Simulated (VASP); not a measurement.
The system is NaH3.

```
CELL_PARAMETERS angstrom
3.04348 1.75715 2.84171
-3.04348 1.75715 2.84171
0.00000 -3.51431 2.84171
ATOMIC_POSITIONS crystal
Na 0.75000 0.75000 0.75000
Na 0.25000 0.25000 0.25000
H 0.23653 0.48653 0.48653
H 0.48653 0.23653 0.48653
H 0.48653 0.48653 0.23653
H 0.51347 0.51347 0.76347
H 0.51347 0.76347 0.51347
H 0.76347 0.51347 0.51347
```

| Quantity | Value |
| --- | --- |
| Program | VASP 6.6.1 |
| Task | relaxation of cell and atoms |
| Functional | PBE |
| Potentials or basis | VASP PAW PBE potentials, release 64 (Na_pv, H) |
| Cutoff | 600 eV |
| k mesh | 6 × 6 × 6 |
| Occupations | gaussian, width 0.1 eV |
| Spin | no spin polarisation |

At the start: pressure 11.9 GPa; volume 11.40 Å³/atom.

Question: How do energy, volume and symmetry change on relaxing?

Answer: Over 23 steps the energy falls by 728.8 meV/atom and the volume is 11.10 Å³/atom (-2.6 %); space group R-3m (No. 166, to 0.05 Å).

The path:
```
step  energy change (eV)  largest force (eV/Å)  pressure (GPa)  volume (Å³)
   1              0.0000                8.1727           11.87        91.18
   2             -4.3145                0.9283           -5.48       102.36
   3             -4.3162                0.9266           -5.57       102.50
   4             -4.8128                0.8784           -5.02        96.42
   5             -5.6214                0.2373            0.65        79.46
   6             -5.6223                0.0704           -0.32        81.08
   7             -5.6253                0.1128            0.06        80.43
   8             -5.6624                0.0938            0.01        80.03
   9             -5.7119                0.1273            0.24        78.67
  10             -5.7233                0.1410            0.35        78.97
  11             -5.7408                0.1780            0.62        79.71
  12             -5.7273                0.3536            1.27        81.14
  13             -5.7435                0.2012            0.87        80.14
  14             -5.7487                0.2018            0.73        80.52
  15             -5.7620                0.2073            0.41        81.65
  16             -5.7786                0.2153           -0.09        83.93
  17             -5.7774                0.2716           -1.02        88.54
  18             -5.7843                0.2165           -0.52        86.01
  19             -5.7989                0.1907           -0.49        86.77
  20             -5.8259                0.0854           -0.44        89.07
  21             -5.8274                0.0411           -0.40        89.87
  22             -5.8275                0.0506           -0.43        89.67
  23             -5.8302                0.0394           -0.22        88.80
```

Final structure:
```
Na H
1.0
     2.61205    1.50807    3.75719
    -2.61205    1.50807    3.75719
     0.00000   -3.01614    3.75719
Na H
2 6
Direct
  0.75609 0.75609 0.75609
  0.24391 0.24391 0.24391
  0.27933 0.53383 0.53383
  0.53383 0.27933 0.53383
  0.53383 0.53383 0.27933
  0.46617 0.46617 0.72067
  0.46617 0.72067 0.46617
  0.72067 0.46617 0.46617
```
